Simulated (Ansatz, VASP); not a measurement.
**Sn: VASP beside Ansatz**

File INCAR:

```
SYSTEM = Sn
PREC     = Accurate       ! precision mode
ENCUT    = 600            ! plane-wave cutoff, eV
EDIFF    = 1E-7           ! SCF threshold, eV
ISMEAR   = -1             ! smearing method
SIGMA    = 0.1            ! smearing width, eV
LREAL    = .FALSE.        ! projectors in reciprocal space
LASPH    = .TRUE.         ! aspherical terms in the spheres
NELM     = 60             ! most SCF steps
ALGO     = Normal         ! electronic algorithm
ISIF     = 3              ! what is computed and relaxed
LWAVE    = .FALSE.        ! write WAVECAR
LCHARG   = .FALSE.        ! write CHGCAR
GGA      = PS             ! functional
IBRION   = 2              ! ionic algorithm
NSW      = 80             ! ionic steps
EDIFFG   = -0.01          ! ionic threshold
```

Contents of KPOINTS:

```
Automatic mesh
0
G
  12 12 12
  0 0 0
```

File POSCAR:

```
Sn
1.0
   -2.9196400000      2.9196400000      1.5938000000
    2.9196400000     -2.9196400000      1.5938000000
    2.9196400000      2.9196400000     -1.5938000000
Sn
2
Direct
    0.0000000000      0.0000000000      0.0000000000
    0.7500000000      0.2500000000      0.5000000000
```

Input for Ansatz:

```yaml
crystal:
  lattice:
    - [-2.91964, 2.91964, 1.5938]
    - [2.91964, -2.91964, 1.5938]
    - [2.91964, 2.91964, -1.5938]
  atoms:
    - { symbol: Sn, position: [0.0, 0.0, 0.0] }
    - { symbol: Sn, position: [0.7500000000000001, 0.24999999999999997, 0.5] }
basis:
  ecutwfc: 510.0
kpoints:
  mp_grid:
    grid: [12, 12, 12]
hamiltonian:
  xc: pbesol
  dispersion: none
scf:
  occupations:
    method: fermi_dirac
    width: 0.1
relax:
  cell: {}
```

Alike in both runs: task relaxation of cell and atoms; functional PBEsol; k mesh 12 × 12 × 12; occupations fermi-dirac, width 0.1 eV; no spin polarisation.

```csv
,VASP,Ansatz
version,VASP 6.6.1,Ansatz 0.2.0
potentials or method,"VASP PAW PBE potentials, release 64 (Sn_d), cutoff 600 eV","plane waves, PAW"
valence electrons in the cell,28,28
```

```tsv
	VASP	Ansatz	Ansatz less VASP
relaxed volume (Å³/atom)	26.88	26.88	+0.001
relaxed cell length with the largest relative difference (Å)	4.415	4.415	+0.0004
```

VASP's potentials were made for PBE, not for PBEsol.
